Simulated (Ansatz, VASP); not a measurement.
# Mg6BiB: VASP beside Ansatz

File INCAR:

```
SYSTEM = Mg6BiB
ALGO = Fast ; EDIFF = 1E-6
ENCUT = 520 ; GGA = PE
ISIF = 2 ; ISMEAR = -1
LASPH = .True. ; LCHARG = .True.
LELF = .True. ; LREAL = .False.
LVHAR = .True. ; LWAVE = .False.
NBANDS = 25 ; NELM = 60
PREC = Accurate ; SIGMA = 0.05
```

File KPOINTS:

```
k-points
0
Gamma
  7 4 4
  0 0 0
```

POSCAR

```
Mg6BiB
1.0
    3.8054392991      0.0000000000      0.0000000000
    0.0000000000      4.3013302770      5.0150077365
    0.0000000000     -4.3013302770      5.0150077365
Bi Mg B
1 6 1
Direct
    0.5000000000      0.3854670000      0.3854670000
    0.0000000000      0.1503870000      0.1503870000
    0.0000000000      0.6333230000      0.6333230000
    0.0000000000      0.7147320000      0.0494740000
    0.0000000000      0.0494740000      0.7147320000
    0.5000000000      0.8864940000      0.4049730000
    0.5000000000      0.4049730000      0.8864940000
    0.5000000000      0.7751590000      0.7751590000
```

Contents of input.yaml:

```yaml
crystal:
  lattice:
    - [3.8054392991, 0.0, 0.0]
    - [0.0, 4.301330277, 5.0150077365]
    - [0.0, -4.301330277, 5.0150077365]
  atoms:
    - { symbol: Bi, position: [0.5, 0.385467, 0.385467] }
    - { symbol: Mg, position: [0.0, 0.150387, 0.150387] }
    - { symbol: Mg, position: [0.0, 0.633323, 0.633323] }
    - { symbol: Mg, position: [0.0, 0.714732, 0.049474] }
    - { symbol: Mg, position: [0.0, 0.049474, 0.714732] }
    - { symbol: Mg, position: [0.5, 0.886494, 0.404973] }
    - { symbol: Mg, position: [0.5, 0.404973, 0.886494] }
    - { symbol: B, position: [0.5, 0.775159, 0.775159] }
hamiltonian:
  xc: pbe
  pseudopotentials: { kind: paw }
kpoints:
  mp_grid: { grid: [7, 4, 4] }
scf:
  occupations: { method: fermi_dirac, width: 0.05 }
output:
  forces: true
  stress: true
  eigenvalues: true
```

Alike in both runs: task single point; functional PBE; k mesh 7 × 4 × 4; occupations fermi-dirac, width 0.05 eV; no spin polarisation.

```csv
,VASP,Ansatz
version,VASP 6.6.1,Ansatz 0.2.0
potentials or method,"VASP PAW PBE potentials, release 64 (Bi_d, Mg, B)",Ansatz PAW
plane-wave cutoff (eV),520,420
valence electrons in the cell,30,78
```

VASP gave:

* gap on the k mesh at the Fermi level (eV): none
* pressure (GPa): 2.5
* traceless stress, the component that is largest in VASP (GPa): -0.40
* rms of the force components (eV/Å): 0.096

Problem. What did Ansatz give for the same quantities?

Solution. gap on the k mesh at the Fermi level (eV): none; pressure (GPa): 2.6; traceless stress, the component that is largest in VASP (GPa): -0.38; rms of the force components (eV/Å): 0.096.

Atom by atom the forces differ by 0.001 eV/Å (rms over components). A gap of «none» marks a metal or a gap that the smearing closes. With one functional, cell and mesh, what is left measures potentials, basis and numerics. VASP's potentials hold 30 valence electrons a cell and Ansatz's 78, so a difference there can come from the potentials and not from the codes.

Neither program's run includes spin-orbit coupling.
